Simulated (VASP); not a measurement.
# NaF (F-43m) in VASP: G0W0 quasiparticle levels with PBE

Aim: the G0W0 quasiparticle levels of NaF with PBE.

Program: VASP 6.6.1. These are calculated values, not measurements. Logs are shortened: lines on timing, memory, paths and dates and some standing lists are left out, and cuts for length are marked.

### Step 1. The cell of the first run

The structure is cubic, space group F-43m (No. 216). The conventional cell has a = 5.063 Å, b = 5.063 Å, c = 5.063 Å, α = 90.00°, β = 90.00°, γ = 90.00°. Within 2.9 Å of Na (site symmetry -43m) lie 4 F at 2.19 Å. F (site symmetry -43m) has 4 Na at 2.19 Å within 2.9 Å.

### Step 2. G0W0 quasiparticle levels, PBE

Contents of POSCAR:

```
NaF
1.0
    0.0000000000      2.5312613630      2.5312613630
    2.5312613630      0.0000000000      2.5312613630
    2.5312613630      2.5312613630      0.0000000000
Na F
1 1
Direct
    0.0000000000      0.0000000000      0.0000000000
    0.2500000000      0.2500000000      0.2500000000
```

Contents of INCAR.step1:

```
PREC = Accurate
ENCUT = 500
EDIFF = 1E-8
ISMEAR = 0
SIGMA = 0.01
LREAL = False
LASPH = True
NELM = 80
ALGO = Normal
LWAVE = True
LCHARG = False
GGA = PE
```

Contents of INCAR.step2:

```
PREC = Accurate
ENCUT = 500
EDIFF = 1E-8
ISMEAR = 0
SIGMA = 0.01
LREAL = False
LASPH = True
NELM = 1
ALGO = Exact
LWAVE = True
LCHARG = False
GGA = PE
NBANDS = 185
LOPTICS = True
ISTART = 1
```

Contents of INCAR.step3:

```
PREC = Accurate
ENCUT = 500
EDIFF = 1E-8
ISMEAR = 0
SIGMA = 0.01
LREAL = False
LASPH = True
ALGO = EVGW0
LWAVE = False
LCHARG = False
GGA = PE
NELMGW = 1
NBANDS = 185
ENCUTGW = 180.0
NOMEGA = 96
PRECFOCK = Fast
ISTART = 1
NBANDSGW = 16
OMEGAMAX = 20
```

Contents of KPOINTS:

```
regular mesh
0
Gamma
  6 6 6
```

Potentials or basis: VASP PAW PBE potentials, release 64 (Na_sv_GW, F_GW).

The run is started by

```console
$ cat potpaw_PBE.64/Na_sv_GW/POTCAR potpaw_PBE.64/F_GW/POTCAR > POTCAR
$ cp INCAR.step1 INCAR
$ mpirun -np 1 vasp_std > vasp.out
$ cp INCAR.step2 INCAR
$ mpirun -np 1 vasp_std > vasp.out
$ cp INCAR.step3 INCAR
$ mpirun -np 1 vasp_std > vasp.out
```

OUTCAR:

```text
PREC = Accurate
   ENCUT = 500
   EDIFF = 1E-8
   ISMEAR = 0
   LREAL = False
   LASPH = True
   GGA = PE
   NELMGW = 1
   ENCUTGW = 180.0
   PRECFOCK = Fast
   ISTART = 1

 ion  position               nearest neighbor table
   1  0.000  0.000  0.000-   2 2.19   2 2.19   2 2.19   2 2.19
   2  0.250  0.250  0.250-   1 2.19   1 2.19   1 2.19   1 2.19

  LATTYP: Found a face centered cubic cell.
 ALAT       =     5.0625227260

  Lattice vectors:

 A1 = (   0.0000000000,   2.5312613630,   2.5312613630)
 A2 = (   2.5312613630,   0.0000000000,   2.5312613630)
 A3 = (   2.5312613630,   2.5312613630,   0.0000000000)

Analysis of symmetry for initial positions (statically):
=====================================================================
 Subroutine PRICEL returns:
 Original cell was already a primitive cell.

 Routine SETGRP: Setting up the symmetry group for a
 face centered cubic supercell.

 Subroutine GETGRP returns: Found 24 space group operations
 (whereof 24 operations were pure point group operations)
 out of a pool of 48 trial point group operations.

The static configuration has the point symmetry T_d .

Analysis of symmetry for dynamics (positions and initial velocities):
=====================================================================
 Subroutine PRICEL returns:
 Original cell was already a primitive cell.

 Routine SETGRP: Setting up the symmetry group for a
 face centered cubic supercell.

 Subroutine GETGRP returns: Found 24 space group operations
 (whereof 24 operations were pure point group operations)
 out of a pool of 48 trial point group operations.

The dynamic configuration has the point symmetry T_d .

 Subroutine INISYM returns: Found 24 space group operations
 (whereof 24 operations are pure point group operations),
 and found     1 'primitive' translations

----------------------------------------------------------------------------------------

                                     Primitive cell

  volume of cell :      32.4370

  direct lattice vectors                    reciprocal lattice vectors
     0.000000000  2.531261363  2.531261363    -0.197529977  0.197529977  0.197529977
[... 57 lines left out ...]
 -0.333333  0.333333  0.166667     24.000000
 -0.333333  0.500000  0.166667     12.000000
   k-points           NKPTS =     16   k-points in BZ     NKDIM =    216   number of bands    NBANDS=    185
   number of dos      NEDOS =    301   number of ions     NIONS =      2
   total plane-waves  NPLWV =  21952
   dimension x,y,z NGX =    28 NGY =   28 NGZ =   28
   dimension x,y,z NGXF=    56 NGYF=   56 NGZF=   56
   ions per type =               1   1
   NGX,Y,Z   is equivalent  to a cutoff of  13.00, 13.00, 13.00 a.u.
   NGXF,Y,Z  is equivalent  to a cutoff of  26.01, 26.01, 26.01 a.u.
 SYSTEM =  unknown system
   PREC   = accura    normal or accurate (medium, high low for compatibility)
   ISTART =      1    job   : 0-new  1-cont  2-samecut
   ICHARG =      0    charge: 1-file 2-atom 10-const
   ISPIN  =      1    spin polarized calculation?
   LNONCOLLINEAR =      F non collinear calculations
   LSORBIT =      F    spin-orbit coupling
   LASPH  =      T    aspherical Exc in radial PAW
   ENCUT  =  500.0 eV  36.75 Ry    6.06 a.u.   6.53  6.53  6.53*2*pi/ulx,y,z
   NELM   =     60;   NELMIN=  2; NELMDL=  0     # of ELM steps
   EDIFF  = 0.1E-07   stopping-criterion for ELM
   LREAL  =      F    real-space projection
   EDIFFG = 0.1E-06   stopping-criterion for IOM
   NSW    =      0    number of steps for IOM
   IBRION =     -1    ionic relax: 0-MD 1-quasi-New 2-CG
   NFREE  =      0    steps in history (QN), initial steepest desc. (CG)
   ISIF   =      0    stress and relaxation
   ISYM   =      3    0-nonsym 1-usesym 2-fastsym
   POTIM  = 0.5000    time-step for ionic-motion
   TEBEG  =    0.0;   TEEND  =   0.0 temperature during run
   PSTRESS=    0.0 pullay stress
   NELECT =      16.0000    total number of electrons
   NUPDOWN=      -1.0000    fix difference up-down
   EMIN   =  10.00;   EMAX   =-10.00  energy-range for DOS
   EFERMI =   0.00;   METHOD = LEGACY
   ISMEAR =     0;   SIGMA  =   0.01  broadening in eV -4-tet -1-fermi 0-gaus
   EFERMI_NEDOS =   21; number of points for ismear=-14 and -15
   IALGO  =     38    algorithm
   IMIX   =      4    mixing-type and parameters
     AMIX     =   0.40;   BMIX     =  1.00
     AMIX_MAG =   1.60;   BMIX_MAG =  1.00
  volume/ion in A,a.u.               =      16.22       109.45
  Fermi-wavevector in a.u.,A,eV,Ry     =   1.293504  2.444368 22.764629  1.673153
  Thomas-Fermi vector in A             =   2.425146
   LORBIT       =      0    0 simple, 1 ext, 2 COOP (PROOUT), +10 PAW based schemes
   GGA     = PE    functional components
   LHFCALC =     T    Hartree Fock is set to
   PRECFOCK=fast      Normal, Fast or Accurate (Low or Medium for compatibility)
   ENCUT4O =  -1.0   cutoff for four orbital integrals eV
   NKREDX  =     1    reduce k-point grid by
   NKREDY  =     1    reduce k-point grid by
   NKREDZ  =     1    reduce k-point grid by
   AEXX    =    1.0000 exact exchange contribution
   HFSCREEN=    0.0000 screening length (either q_TF or 0.3 A-1)
   HFSCREENC=   0.0000 screening length for correlation (either q_TF or 0.3 A-1)
   ENCUTFOCK=  -1.0 apply spherical cutoff to Coloumb kernel
   IVDW    =     0    specifies the selected vdW correction
   LEPSILON=     F    determine dielectric tensor
   LRPA    =     F    only Hartree local field effects (RPA)
   LRPAFORCE           =     F    calculate RPA forces
   ENCUTGW             = 180.0    cutoff for response function in eV
   ENCUTGWSOFT         = 144.0    soft cutoff for Coulomb kernel in GW response function in eV
   ENCUTLF             =  -1.0    cutoff for local field effects
   NELMGW              =     1    number of iterations in solving QP/BSE equation
   NELMHF              =     1    number of iterations in the inner HF iteration
   NKREDLFX            =     1    NKREDLFY  =   1   NKREDLFZ  =   1
 non-spin polarized calculation
 Gauss-broadening in eV      SIGMA  =   0.01
  energy-cutoff  :      500.00
  volume of cell :       32.44
 maximum number of plane-waves:       869
 NGX is ok and might be reduce to    28
  NGX = 16; NGY = 16; NGZ = 16
   NGX = 13   NGY = 13   NGZ = 13
 maximum number of plane-waves:       190

 QP shifts <psi_nk| G(iteration)W_0 |psi_nk>: iteration 1
 for sc-GW calculations column KS-energies equals QP-energies in previous step
 and V_xc(KS)=  KS-energies - (<T + V_ion + V_H > + <T+V_H+V_ion>^1  + <V_x>^1)

 k-point   1 :       0.0000    0.0000    0.0000
  band No.  KS-energies  QP-energies   sigma(KS)   V_xc(KS)     V^pw_x(r,r')   Z            occupation Imag(sigma)

      1     -50.1194     -59.8992     -41.2681     -29.2636     -49.1335       0.8147       2.0000       0.2437
      2     -22.0470     -28.6136     -36.0873     -28.3330     -41.3878       0.8468       2.0000       0.0384
      3     -22.0470     -28.6136     -36.0873     -28.3330     -41.3878       0.8468       2.0000       0.0384
      4     -22.0470     -28.6136     -36.0873     -28.3330     -41.3878       0.8468       2.0000       0.0384
      5     -21.9292     -26.8120     -28.8038     -22.8979     -36.9898       0.8268       2.0000       0.8888
      6      -3.2003      -6.0934     -25.4450     -21.7716     -29.6613       0.7876       2.0000       0.0490
[... 295 lines left out ...]
      2     -22.7025     -28.0703     -32.3875     -25.3671     -38.9599       0.7646       2.0000       0.3468
      3     -22.0882     -28.6678     -35.9822     -28.2183     -41.2686       0.8475       2.0000       0.0473
      4     -22.0767     -28.6620     -36.0166     -28.2523     -41.3066       0.8481       2.0000       0.0476
      5     -21.1607     -26.8120     -32.6315     -26.0771     -39.6166       0.8622       2.0000       0.5124
      6      -3.8188      -6.8537     -24.0857     -20.2158     -28.1353       0.7843       2.0000       0.0511
[... 8 lines left out ...]
     15      20.7933      22.7294      -5.5190      -7.7334      -2.3628       0.8743       0.0000      -0.2397
     16      22.4859      24.8013      -6.4867      -9.0726      -3.2312       0.8954       0.0000      -0.3556
```

OUTCAR.step2:

```text
PREC = Accurate
   ENCUT = 500
   EDIFF = 1E-8
   ISMEAR = 0
   LREAL = False
[... 913 lines left out ...]
     0.00000     1.73891     1.73891     1.73891    -0.00000    -0.00000     0.00000
     2.79058     1.78868     1.78868     1.78868    -0.00000    -0.00000     0.00000
     5.58117     2.07574     2.07574     2.07574    -0.00000    -0.00000     0.00000
     8.37175     1.28345     1.28345     1.28345    -0.00000     0.00000    -0.00000
    11.16234     1.05777     1.05777     1.05777    -0.00000    -0.00000    -0.00000
    13.95292     1.35576     1.35576     1.35576     0.00000     0.00000     0.00000
[... 92 lines left out ...]
   273.47726     0.99128     0.99128     0.99128     0.00000     0.00000     0.00000
   276.26784     0.99148     0.99148     0.99148     0.00000     0.00000     0.00000
```

Wall time 16 min (1 thread of Intel Xeon Platinum 8375C at 2.90GHz (Ice Lake), shared host); peak memory 0.97 GiB.

What came out:

| Item | Value |
| --- | --- |
| Quasiparticle gap | 9.84 eV |
| Least direct quasiparticle gap | 9.84 eV |
| Band gap of the starting levels on the mesh | 5.63 eV |
| Least direct gap of the starting levels on the mesh | 5.63 eV |

Caveat: bands, screening cutoff and mesh are small and nothing is extrapolated, so the quasiparticle values aren't converged; the structure was generated, so it needn't be the stable form of NaF.
